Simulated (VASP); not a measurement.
# Hf (Fm-3m) in VASP: further runs, part 2 of 2

VASP 6.6.1.

**4. Single point, r2SCAN**

This run uses another cell than the first one, of 22.79 Å³/atom.

The input, POSCAR:

```
Hf
1.0
    0.0000000000      2.2503653648      2.2503653648
    2.2503653648      0.0000000000      2.2503653648
    2.2503653648      2.2503653648      0.0000000000
Hf
1
Direct
    0.0000000000      0.0000000000      0.0000000000
```

The input, INCAR.step1:

```
SYSTEM = Hf
PREC = Accurate
ENCUT = 520
ISMEAR = -1
SIGMA = 0.1
LREAL = .FALSE.
LASPH = .TRUE.
NELM = 60
NBANDS = 11
GGA = PE
ALGO = Normal
EDIFF = 1E-4
LWAVE = .TRUE.
LCHARG = .FALSE.
```

The input, INCAR.step2:

```
SYSTEM = Hf
PREC = Accurate
ENCUT = 520
EDIFF = 1E-6
ISMEAR = -1
SIGMA = 0.1
LREAL = .FALSE.
LASPH = .TRUE.
NELM = 60
ALGO = Normal
ISIF = 2
LWAVE = .FALSE.
LCHARG = .TRUE.
METAGGA = R2SCAN
LMIXTAU = .TRUE.
LELF = .TRUE.
LVHAR = .TRUE.
NBANDS = 11
ISTART = 1
```

The input, KPOINTS:

```
Automatic mesh
0
G
  13 13 13
  0 0 0
```

Potentials or basis: VASP PAW PBE potentials, release 64 (Hf_pv).

The run is started by

```sh
> cat potpaw_PBE.64/Hf_pv/POTCAR > POTCAR
> cp INCAR.step1 INCAR
> mpirun -np 1 vasp_std > vasp.out
> cp INCAR.step2 INCAR
> mpirun -np 1 vasp_std > vasp.out
```

OUTCAR:

```text
SYSTEM = Hf
   PREC = Accurate
   ENCUT = 520
   EDIFF = 1E-6
   ISMEAR = -1
   LREAL = .FALSE.
   LASPH = .TRUE.
   NELM = 60
   ISIF = 2
   METAGGA = R2SCAN
   ISTART = 1

 ion  position               nearest neighbor table
   1  0.000  0.000  0.000-

  LATTYP: Found a face centered cubic cell.
 ALAT       =     4.5007307296

  Lattice vectors:

 A1 = (   0.0000000000,   2.2503653648,   2.2503653648)
 A2 = (   2.2503653648,   0.0000000000,   2.2503653648)
 A3 = (   2.2503653648,   2.2503653648,   0.0000000000)

Analysis of symmetry for initial positions (statically):
=====================================================================
 Subroutine PRICEL returns:
 Original cell was already a primitive cell.

 Routine SETGRP: Setting up the symmetry group for a
 face centered cubic supercell.

 Subroutine GETGRP returns: Found 48 space group operations
 (whereof 48 operations were pure point group operations)
 out of a pool of 48 trial point group operations.

The static configuration has the point symmetry O_h .

Analysis of symmetry for dynamics (positions and initial velocities):
=====================================================================
 Subroutine PRICEL returns:
 Original cell was already a primitive cell.

 Routine SETGRP: Setting up the symmetry group for a
 face centered cubic supercell.

 Subroutine GETGRP returns: Found 48 space group operations
 (whereof 48 operations were pure point group operations)
 out of a pool of 48 trial point group operations.

The dynamic configuration has the point symmetry O_h .

 Subroutine INISYM returns: Found 48 space group operations
 (whereof 48 operations are pure point group operations),
 and found     1 'primitive' translations

----------------------------------------------------------------------------------------

                                     Primitive cell

  volume of cell :      22.7923

[... 111 lines left out ...]
   METAGGA = R2SCAN    functional components
   LHFCALC =     F    Hartree Fock is set to
   AEXX    =    0.0000 exact exchange contribution
   IVDW    =     0    specifies the selected vdW correction
   LEPSILON=     F    determine dielectric tensor
   LRPA    =     F    only Hartree local field effects (RPA)
 non-spin polarized calculation
  energy-cutoff  :      520.00
  volume of cell :       22.79
 maximum number of plane-waves:       626
   NGX = 11   NGY = 11   NGZ = 11

 number of electron       9.9999999 magnetization

 Free energy of the ion-electron system (eV)
  ---------------------------------------------------
  ext. energy  EPLUGINS =         0.00000000
  ---------------------------------------------------
  free energy    TOTEN  =       -45.08501414 eV

  energy without entropy =      -45.03981018  energy(sigma->0) =      -45.06241216

 E-fermi :   4.4789     XC(G=0): -12.0793

 val. band max:        4.4759568402   @ k =  -0.3077   0.2308   0.0000
 cond. band min:       4.4836175072   @ k =   0.2308   0.1538   0.0000
 fundamental gap:      0.0076606671
 Fermi energy:         4.4788983572

 k-point     1 :       0.0000    0.0000    0.0000
  band No.  band energies     occupation
      1     -26.7071      2.00000
      2     -26.7071      2.00000
      3     -26.7071      2.00000
      4      -3.0121      2.00000
      5       6.0740      0.00000
      6       6.0740      0.00000
      7       6.0740      0.00000
      8       9.0015      0.00000
      9       9.0016      0.00000
     10      16.2601      0.00000
     11      16.3990      0.00000
[... 309 lines left out ...]
 k-point    24 :       0.4615    0.1538    0.0000
  band No.  band energies     occupation
      1     -27.3971      2.00000
      2     -26.8990      2.00000
      3     -26.8520      2.00000
      4       1.2389      2.00000
      5       3.9255      1.99213
      6       5.2813      0.00065
      7       6.6871      0.00000
      8      10.6720      0.00000
      9      11.1235      0.00000
     10      14.4024      0.00000
     11      16.3999      0.00000

 [... further k-points ...]

------------------------ aborting loop because EDIFF is reached ----------------------------------------

  FORCE on cell =-STRESS in cart. coord.  units (eV):
  Direction    XX          YY          ZZ          XY          YZ          ZX
  --------------------------------------------------------------------------------------
  -------------------------------------------------------------------------------------
  Total       -0.2843808     -0.2843808     -0.2843808      0.0000000     -0.0000000     -0.0000000
  in kB      -19.9904113    -19.9904113    -19.9904113      0.0000000     -0.0000000     -0.0000000
  external PRESSURE =     -19.9904113 kB  Pullay stress =       0.0000000 kB

 VOLUME and BASIS-vectors are now :
 -----------------------------------------------------------------------------
  energy-cutoff  :      520.00
  volume of cell :       22.79
      direct lattice vectors                 reciprocal lattice vectors
     0.000000000  2.250365365  2.250365365    -0.222186143  0.222186143  0.222186143
     2.250365365  0.000000000  2.250365365     0.222186143 -0.222186143  0.222186143
     2.250365365  2.250365365  0.000000000     0.222186143  0.222186143 -0.222186143

 POSITION                                       TOTAL-FORCE (eV/Angst)
 -----------------------------------------------------------------------------------
      0.00000      0.00000      0.00000         0.000000      0.000000      0.000000
 -----------------------------------------------------------------------------------
    total drift:                               -0.000000      0.000000      0.000000

  FREE ENERGIE OF THE ION-ELECTRON SYSTEM (eV)
  ---------------------------------------------------
  free  energy   TOTEN  =       -45.0850141381 eV

  energy  without entropy=      -45.0398101823  energy(sigma->0) =      -45.06241216
```

OUTCAR.step1:

```text
SYSTEM = Hf
   PREC = Accurate
   ENCUT = 520
   ISMEAR = -1
   LREAL = .FALSE.
   LASPH = .TRUE.
[... 554 lines left out ...]
 -----------------------------------------------------------------------------------
      0.00000      0.00000      0.00000         0.000000      0.000000      0.000000
 -----------------------------------------------------------------------------------
    total drift:                               -0.000000      0.000000      0.000000

  FREE ENERGIE OF THE ION-ELECTRON SYSTEM (eV)
  ---------------------------------------------------
  free  energy   TOTEN  =        -9.8763923455 eV

  energy  without entropy=       -9.8271111758  energy(sigma->0) =       -9.85175176
```

OSZICAR.step1:

```text
N       E                     dE             d eps       ncg     rms          rms(c)
DAV:   1     0.126868219821E+02    0.12687E+02   -0.58128E+03  1864   0.843E+02
DAV:   2    -0.979426227869E+01   -0.22481E+02   -0.21809E+02  2365   0.153E+02
DAV:   3    -0.102229204216E+02   -0.42866E+00   -0.42079E+00  2354   0.146E+01
DAV:   4    -0.102245974737E+02   -0.16771E-02   -0.16767E-02  2109   0.107E+00
DAV:   5    -0.102246084687E+02   -0.10995E-04   -0.10995E-04  2357   0.748E-02    0.454E+01
DAV:   6    -0.996607307043E+01    0.25854E+00   -0.21866E-01  2040   0.351E+00    0.270E+01
DAV:   7    -0.988094531576E+01    0.85128E-01   -0.33391E-01  2130   0.420E+00    0.129E+00
DAV:   8    -0.987635125923E+01    0.45941E-02   -0.24693E-02  2070   0.112E+00    0.897E-02
DAV:   9    -0.987639234553E+01   -0.41086E-04   -0.45617E-04  2200   0.165E-01
   1 F= -.98763923E+01 E0= -.98517518E+01  d E =-.492812E-01
```

Run time: 65 s. Hardware: 1 thread of Intel Xeon 8259CL, shared host; peak memory 0.16 GiB.

Results:

| Quantity | Value |
| --- | --- |
| Free energy | -45.0850 eV |
| Pressure | -2.0 GPa |
| Band gap on the k mesh | zero (bands 5 and 6 overlap by 2.16 eV) |

Levels at points of the mesh, in eV from the Fermi level:
| k point | band 2 | band 3 | band 4 | band 5 | band 6 | band 7 | band 8 | band 9 |
| --- | --- | --- | --- | --- | --- | --- | --- | --- |
| (0.00, 0.00, 0.00) | -31.19 | -31.19 | -7.49 | 1.60 | 1.60 | 1.60 | 4.52 | 4.52 |

Caveat: the PAW data sets were made with another functional, which shifts forces and pressure a little; spin-orbit coupling is left out, which moves the levels of the heavy elements.

**5. Single point, r2SCAN**

This run uses another cell than the first one, of 23.47 Å³/atom.

The input, POSCAR:

```
Hf
1.0
    0.0000000000      2.2724291774      2.2724291774
    2.2724291774      0.0000000000      2.2724291774
    2.2724291774      2.2724291774      0.0000000000
Hf
1
Direct
    0.0000000000      0.0000000000      0.0000000000
```

INCAR.step1: that of step 4 with these lines changed.

```diff
@@ -7,3 +7,3 @@
 LASPH = .TRUE.
-NELM = 60
+NELM = 80
 NBANDS = 11
```

INCAR.step2: that of step 4 with these lines changed.

```diff
@@ -3,3 +3,3 @@
 ENCUT = 520
-EDIFF = 1E-6
+EDIFF = 1E-7
 ISMEAR = -1
@@ -8,3 +8,3 @@
 LASPH = .TRUE.
-NELM = 60
+NELM = 80
 ALGO = Normal
```

The input, KPOINTS:

```
regular mesh
0
G
  13 13 13
  0 0 0
```

Potentials or basis: VASP PAW PBE potentials, release 64 (Hf_pv).

The run is started by

```sh
> cat potpaw_PBE.64/Hf_pv/POTCAR > POTCAR
> cp INCAR.step1 INCAR
> mpirun -np 1 vasp_std > vasp.out
> cp INCAR.step2 INCAR
> mpirun -np 1 vasp_std > vasp.out
```

OUTCAR:

```text
SYSTEM = Hf
   PREC = Accurate
   ENCUT = 520
   EDIFF = 1E-7
   ISMEAR = -1
   LREAL = .FALSE.
   LASPH = .TRUE.
   NELM = 80
   ISIF = 2
   METAGGA = R2SCAN
   ISTART = 1

 ion  position               nearest neighbor table
   1  0.000  0.000  0.000-

  LATTYP: Found a face centered cubic cell.
 ALAT       =     4.5448583548

  Lattice vectors:

 A1 = (   0.0000000000,   2.2724291774,   2.2724291774)
 A2 = (   2.2724291774,   0.0000000000,   2.2724291774)
 A3 = (   2.2724291774,   2.2724291774,   0.0000000000)

Analysis of symmetry for initial positions (statically):
=====================================================================
 Subroutine PRICEL returns:
 Original cell was already a primitive cell.

 Routine SETGRP: Setting up the symmetry group for a
 face centered cubic supercell.

 Subroutine GETGRP returns: Found 48 space group operations
 (whereof 48 operations were pure point group operations)
 out of a pool of 48 trial point group operations.

The static configuration has the point symmetry O_h .

Analysis of symmetry for dynamics (positions and initial velocities):
[... 163 lines left out ...]
 k-point     1 :       0.0000    0.0000    0.0000
  band No.  band energies     occupation
      1     -27.0197      2.00000
      2     -27.0197      2.00000
      3     -27.0197      2.00000
      4      -3.1082      2.00000
      5       5.8582      0.00000
      6       5.8582      0.00000
      7       5.8582      0.00000
      8       8.6833      0.00000
      9       8.6833      0.00000
     10      15.9686      0.00000
     11      16.0897      0.00000
[... 309 lines left out ...]
 k-point    24 :       0.4615    0.1538    0.0000
  band No.  band energies     occupation
      1     -27.6436      2.00000
      2     -27.1936      2.00000
      3     -27.1514      2.00000
      4       1.0888      2.00000
      5       3.7257      1.99233
      6       5.0881      0.00063
      7       6.4549      0.00000
      8      10.2877      0.00000
      9      10.7191      0.00000
     10      13.8665      0.00000
     11      16.0907      0.00000

 [... further k-points ...]

------------------------ aborting loop because EDIFF is reached ----------------------------------------

  FORCE on cell =-STRESS in cart. coord.  units (eV):
  Direction    XX          YY          ZZ          XY          YZ          ZX
  --------------------------------------------------------------------------------------
  -------------------------------------------------------------------------------------
  Total       -0.6990757     -0.6990757     -0.6990757      0.0000000      0.0000000      0.0000000
  in kB      -47.7236605    -47.7236605    -47.7236605      0.0000000      0.0000000      0.0000000
  external PRESSURE =     -47.7236605 kB  Pullay stress =       0.0000000 kB

 VOLUME and BASIS-vectors are now :
 -----------------------------------------------------------------------------
  energy-cutoff  :      520.00
  volume of cell :       23.47
      direct lattice vectors                 reciprocal lattice vectors
     0.000000000  2.272429177  2.272429177    -0.220028859  0.220028859  0.220028859
     2.272429177  0.000000000  2.272429177     0.220028859 -0.220028859  0.220028859
     2.272429177  2.272429177  0.000000000     0.220028859  0.220028859 -0.220028859

 POSITION                                       TOTAL-FORCE (eV/Angst)
 -----------------------------------------------------------------------------------
      0.00000      0.00000      0.00000        -0.000000     -0.000000     -0.000000
 -----------------------------------------------------------------------------------
    total drift:                                0.000000      0.000000     -0.000000

  FREE ENERGIE OF THE ION-ELECTRON SYSTEM (eV)
  ---------------------------------------------------
  free  energy   TOTEN  =       -45.0706381472 eV

  energy  without entropy=      -45.0245103201  energy(sigma->0) =      -45.04757423
```

OUTCAR.step1:

```text
SYSTEM = Hf
   PREC = Accurate
   ENCUT = 520
   ISMEAR = -1
   LREAL = .FALSE.
   LASPH = .TRUE.
[... 552 lines left out ...]
 -----------------------------------------------------------------------------------
      0.00000      0.00000      0.00000         0.000000     -0.000000      0.000000
 -----------------------------------------------------------------------------------
    total drift:                                0.000000     -0.000000     -0.000000

  FREE ENERGIE OF THE ION-ELECTRON SYSTEM (eV)
  ---------------------------------------------------
  free  energy   TOTEN  =        -9.8650491139 eV

  energy  without entropy=       -9.8141767804  energy(sigma->0) =       -9.83961295
```

Run time: 94 s. Hardware: 1 thread of Intel Xeon 8259CL, shared host; peak memory 0.16 GiB.

Results:

```
Free energy            : -45.0706 eV
Pressure               : -4.8 GPa
Band gap on the k mesh : zero (bands 5 and 6 overlap by 2.12 eV)
```

Levels at points of the mesh, in eV from the Fermi level:
```
           k point  band 1  band 2  band 3  band 4  band 5  band 6  band 7  band 8  band 9  band 10
(0.00, 0.00, 0.00)  -31.30  -31.30  -31.30   -7.39    1.58    1.58    1.58    4.40    4.40    11.69
```

Caveat: the cell stands under tension; the PAW data sets were made with another functional, which shifts forces and pressure a little; spin-orbit coupling is left out, which moves the levels of the heavy elements.

**6. Overview**

```csv
cell,gap on the mesh (eV),pressure (GPa)
"a = 3.151 Å, angles 60.0°, 1 atom",none,1.1
"a = 3.182 Å, angles 60.0°, 1 atom",none,-2.0
"a = 3.214 Å, angles 60.0°, 1 atom",none,-4.8
```

Alike in all rows: task single point; level r2SCAN; potentials or basis VASP PAW PBE potentials, release 64 (Hf_pv); no spin polarisation; k mesh 13 × 13 × 13; cutoff (eV) 520; smearing fermi-dirac 0.1 eV.

Caveats: the PAW data sets were made with another functional, which shifts forces and pressure a little; spin-orbit coupling is left out, which moves the levels of the heavy elements; the cell stands under tension (at least some runs).

Total energies depend on the potentials used, so only differences within one code and one set of settings carry meaning.
